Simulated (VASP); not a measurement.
# Si2Mo (MoSi2 type) (I4/mmm) in VASP: further runs, part 2 of 3

VASP 6.6.1. The steps go on from the part before.

**3. Single point, PBE**

INCAR reads:

```
SYSTEM = Si2Mo
PREC = Accurate ; ENCUT = 520
EDIFF = 1E-6 ; ISMEAR = -1
SIGMA = 0.1 ; LREAL = .False.
LASPH = .True. ; NELM = 100
ALGO = Normal ; ISIF = 2
LWAVE = .False. ; LCHARG = .True.
GGA = PE ; LELF = .True.
LVHAR = .True. ; NBANDS = 18
```

KPOINTS reads:

```
Automatic mesh
0
Gamma
  14 14 14
  0 0 0
```

POSCAR reads:

```
Si2Mo
1.0
   -1.6083655758      1.6083655758      3.9372356342
    1.6083655758     -1.6083655758      3.9372356342
    1.6083655758      1.6083655758     -3.9372356342
Mo Si
1 2
Direct
    0.0000000000      0.0000000000      0.0000000000
    0.3350610477      0.3350610477      0.0000000000
   -0.3350610477     -0.3350610477      0.0000000000
```

Potentials or basis: VASP PAW PBE potentials, release 64 (Mo_sv, Si).

Started as:

```sh
$ cat potpaw_PBE.64/Mo_sv/POTCAR potpaw_PBE.64/Si/POTCAR > POTCAR
$ mpirun -np 1 vasp_std > vasp.out
```

OUTCAR:

```text
SYSTEM = Si2Mo
   PREC = Accurate
   ENCUT = 520
   EDIFF = 1E-6
   ISMEAR = -1
   LREAL = .False.
   LASPH = .True.
   NELM = 100
   ISIF = 2
   GGA = PE

 ion  position               nearest neighbor table
   1  0.000  0.000  0.000-   3 2.62   3 2.62   3 2.62   2 2.62   3 2.62   2 2.62   2 2.62   2 2.62
                             2 2.64   3 2.64
   2  0.335  0.335  0.000-   3 2.60   1 2.62   1 2.62   1 2.62   1 2.62   1 2.64   3 2.64   3 2.64
                             3 2.64   3 2.64
   3  0.665  0.665  0.000-   2 2.60   1 2.62   1 2.62   1 2.62   1 2.62   1 2.64   2 2.64   2 2.64
                             2 2.64   2 2.64

  LATTYP: Found a body centered tetragonal cell.
 ALAT       =     3.2167311516
 C/A-ratio  =     2.4479730811

  Lattice vectors:

 A1 = (  -1.6083655758,   1.6083655758,   3.9372356342)
 A2 = (   1.6083655758,  -1.6083655758,   3.9372356342)
 A3 = (   1.6083655758,   1.6083655758,  -3.9372356342)

Analysis of symmetry for initial positions (statically):
=====================================================================
 Subroutine PRICEL returns:
 Original cell was already a primitive cell.

 Routine SETGRP: Setting up the symmetry group for a
 body centered tetragonal supercell.

 Subroutine GETGRP returns: Found 16 space group operations
 (whereof 16 operations were pure point group operations)
 out of a pool of 16 trial point group operations.

The static configuration has the point symmetry D_4h.

Analysis of symmetry for dynamics (positions and initial velocities):
=====================================================================
 Subroutine PRICEL returns:
 Original cell was already a primitive cell.

 Routine SETGRP: Setting up the symmetry group for a
 body centered tetragonal supercell.

 Subroutine GETGRP returns: Found 16 space group operations
 (whereof 16 operations were pure point group operations)
 out of a pool of 16 trial point group operations.

The dynamic configuration has the point symmetry D_4h.

 Subroutine INISYM returns: Found 16 space group operations
 (whereof 16 operations are pure point group operations),
 and found     1 'primitive' translations

----------------------------------------------------------------------------------------

                                     Primitive cell

  volume of cell :      40.7400

  direct lattice vectors                    reciprocal lattice vectors
    -1.608365576  1.608365576  3.937235634     0.000000000  0.310874597  0.126992653
     1.608365576 -1.608365576  3.937235634     0.310874597  0.000000000  0.126992653
     1.608365576  1.608365576 -3.937235634     0.310874597  0.310874597  0.000000000

  length of vectors
     4.547032449  4.547032449  4.547032449     0.335812669  0.335812669  0.439643071

  position of ions in fractional coordinates (direct lattice)
     0.000000000  0.000000000  0.000000000
     0.335061048  0.335061048  0.000000000
     0.664938952  0.664938952  0.000000000

  ion indices of the primitive-cell ions
   primitive index   ion index
                 1           1
                 2           2
                 3           3

----------------------------------------------------------------------------------------

 KPOINTS: Automatic mesh

Automatic generation of k-mesh.
 Grid dimensions read from file:
 generate k-points for:   14   14   14

 Generating k-lattice:

  Cartesian coordinates                     Fractional coordinates (reciprocal lattice)
     0.000000000  0.022205328  0.009070904     0.071428571  0.000000000 -0.000000000
     0.022205328  0.000000000  0.009070904     0.000000000  0.071428571 -0.000000000
     0.022205328  0.022205328  0.000000000     0.000000000  0.000000000  0.071428571

  Length of vectors
     0.023986619  0.023986619  0.031403077

  Shift w.r.t. Gamma in fractional coordinates (k-lattice)
     0.000000000  0.000000000  0.000000000

 Subroutine IBZKPT returns following result:
 ===========================================

 Found    244 irreducible k-points:

 Following reciprocal coordinates:
            Coordinates               Weight
  0.000000  0.000000  0.000000      1.000000
  0.071429 -0.000000  0.000000      8.000000
  0.142857  0.000000 -0.000000      8.000000
  0.214286 -0.000000  0.000000      8.000000
  0.285714 -0.000000  0.000000      8.000000
  0.357143 -0.000000  0.000000      8.000000
[... 16 lines left out ...]
  0.214286  0.142857  0.000000     16.000000
  0.285714  0.142857  0.000000     16.000000
 [... further k-points ...]
   k-points           NKPTS =    244   k-points in BZ     NKDIM =    244   number of bands    NBANDS=     18
   number of dos      NEDOS =    301   number of ions     NIONS =      3
   total plane-waves  NPLWV =  46656
   dimension x,y,z NGX =    36 NGY =   36 NGZ =   36
   dimension x,y,z NGXF=    72 NGYF=   72 NGZF=   72
   ions per type =               1   2
   NGX,Y,Z   is equivalent  to a cutoff of  13.16, 13.16, 13.16 a.u.
   NGXF,Y,Z  is equivalent  to a cutoff of  26.32, 26.32, 26.32 a.u.
 SYSTEM =  Si2Mo
   PREC   = accura    normal or accurate (medium, high low for compatibility)
   ISTART =      0    job   : 0-new  1-cont  2-samecut
   ICHARG =      2    charge: 1-file 2-atom 10-const
   ISPIN  =      1    spin polarized calculation?
   LNONCOLLINEAR =      F non collinear calculations
   LSORBIT =      F    spin-orbit coupling
   LASPH  =      T    aspherical Exc in radial PAW
   ENCUT  =  520.0 eV  38.22 Ry    6.18 a.u.   8.45  8.45  8.45*2*pi/ulx,y,z
   NELM   =    100;   NELMIN=  2; NELMDL= -5     # of ELM steps
   EDIFF  = 0.1E-05   stopping-criterion for ELM
   LREAL  =      F    real-space projection
   EDIFFG = 0.1E-04   stopping-criterion for IOM
   NSW    =      0    number of steps for IOM
   IBRION =     -1    ionic relax: 0-MD 1-quasi-New 2-CG
   NFREE  =      0    steps in history (QN), initial steepest desc. (CG)
   ISIF   =      2    stress and relaxation
   ISYM   =      2    0-nonsym 1-usesym 2-fastsym
   POTIM  = 0.5000    time-step for ionic-motion
   TEBEG  =    0.0;   TEEND  =   0.0 temperature during run
   PSTRESS=    0.0 pullay stress
   NELECT =      22.0000    total number of electrons
   NUPDOWN=      -1.0000    fix difference up-down
   EMIN   =  10.00;   EMAX   =-10.00  energy-range for DOS
   EFERMI =   0.00;   METHOD = LEGACY
   ISMEAR =    -1;   SIGMA  =   0.10  broadening in eV -4-tet -1-fermi 0-gaus
   EFERMI_NEDOS =   21; number of points for ismear=-14 and -15
   IALGO  =     38    algorithm
   IMIX   =      4    mixing-type and parameters
     AMIX     =   0.40;   BMIX     =  1.00
     AMIX_MAG =   1.60;   BMIX_MAG =  1.00
  volume/ion in A,a.u.               =      13.58        91.64
  Fermi-wavevector in a.u.,A,eV,Ry     =   1.333139  2.519267 24.181082  1.777259
  Thomas-Fermi vector in A             =   2.462020
   LORBIT       =      0    0 simple, 1 ext, 2 COOP (PROOUT), +10 PAW based schemes
   GGA     = PE    functional components
   LHFCALC =     F    Hartree Fock is set to
   AEXX    =    0.0000 exact exchange contribution
   IVDW    =     0    specifies the selected vdW correction
   LEPSILON=     F    determine dielectric tensor
   LRPA    =     F    only Hartree local field effects (RPA)
 non-spin polarized calculation
  energy-cutoff  :      520.00
  volume of cell :       40.74
 maximum number of plane-waves:      1130
 NGX is ok and might be reduce to    36
   NGX = 17   NGY = 17   NGZ = 17

 number of electron      22.0000000 magnetization

 Free energy of the ion-electron system (eV)
  ---------------------------------------------------
  ext. energy  EPLUGINS =         0.00000000
  ---------------------------------------------------
  free energy    TOTEN  =       -23.26586315 eV

  energy without entropy =      -23.25547634  energy(sigma->0) =      -23.26066974

 E-fermi :  12.0661     XC(G=0): -12.3687

 val. band max:       11.9952364118   @ k =  -0.3571  -0.4286   0.3571
 cond. band min:      12.1132352756   @ k =  -0.4286  -0.4286   0.3571
 fundamental gap:      0.1179988638
 Fermi energy:        12.0660623571

 k-point     1 :       0.0000    0.0000    0.0000
  band No.  band energies     occupation
      1     -48.6657      2.00000
      2     -22.8076      2.00000
      3     -22.7396      2.00000
      4     -22.7396      2.00000
      5      -1.2505      2.00000
      6       5.7647      2.00000
[... 10 lines left out ...]
     17      17.1168      0.00000
     18      17.1168      0.00000
[... 463 lines left out ...]
 k-point    24 :       0.2857    0.1429    0.0000
  band No.  band energies     occupation
      1     -48.6520      2.00000
      2     -22.8832      2.00000
      3     -22.7940      2.00000
      4     -22.7702      2.00000
      5       0.6368      2.00000
      6       4.7615      2.00000
[... 10 lines left out ...]
     17      19.2881      0.00000
     18      20.3830      0.00000

 [... further k-points ...]
[... 5 lines left out ...]
  --------------------------------------------------------------------------------------
  -------------------------------------------------------------------------------------
  Total        0.0459916      0.0459916      0.0390545      0.0000000     -0.0000000      0.0000000
  in kB        1.8087066      1.8087066      1.5358919      0.0000000     -0.0000000      0.0000000
  external PRESSURE =       1.7177684 kB  Pullay stress =       0.0000000 kB

 VOLUME and BASIS-vectors are now :
 -----------------------------------------------------------------------------
  energy-cutoff  :      520.00
  volume of cell :       40.74
      direct lattice vectors                 reciprocal lattice vectors
    -1.608365576  1.608365576  3.937235634     0.000000000  0.310874597  0.126992653
     1.608365576 -1.608365576  3.937235634     0.310874597  0.000000000  0.126992653
     1.608365576  1.608365576 -3.937235634     0.310874597  0.310874597  0.000000000

 POSITION                                       TOTAL-FORCE (eV/Angst)
 -----------------------------------------------------------------------------------
      0.00000      0.00000      0.00000         0.000000      0.000000      0.000000
      0.00000      0.00000      2.63843        -0.000000     -0.000000     -0.002875
      0.00000      0.00000      5.23604         0.000000      0.000000      0.002875
 -----------------------------------------------------------------------------------
    total drift:                                0.000000     -0.000000     -0.000000

  FREE ENERGIE OF THE ION-ELECTRON SYSTEM (eV)
  ---------------------------------------------------
  free  energy   TOTEN  =       -23.2658631468 eV

  energy  without entropy=      -23.2554763423  energy(sigma->0) =      -23.26066974
```

Wall time 10 min (1 thread of Intel Xeon 8259CL, shared host); peak memory 0.33 GiB.

What came out:

| Property | Result |
| --- | --- |
| Free energy | -23.2659 eV |
| Pressure | 0.2 GPa |
| Band gap on the k mesh | zero (bands 11 and 12 overlap by 0.95 eV) |

Forces on the atoms (eV/Å):
```
Mo   0.000  0.000  0.000
Si   0.000  0.000 -0.003
Si   0.000  0.000  0.003
```

Levels at points of the mesh, in eV from the Fermi level:
| k point | band 9 | band 10 | band 11 | band 12 | band 13 | band 14 |
| --- | --- | --- | --- | --- | --- | --- |
| (0.00, 0.00, 0.00) | -2.58 | -2.58 | 0.36 | 3.08 | 3.25 | 3.48 |
| (0.50, 0.00, 0.00) | -2.54 | -2.52 | -0.49 | 2.22 | 3.08 | 3.97 |
| (0.50, 0.50, 0.00) | -4.38 | -2.99 | -1.21 | 2.27 | 2.68 | 3.10 |
| (0.50, 0.50, 0.50) | -0.56 | -0.56 | -0.48 | -0.48 | 0.49 | 4.69 |

[end of part 2 of 3]

The gap in the log of VASP goes by the Fermi energy; the results here count the filled bands.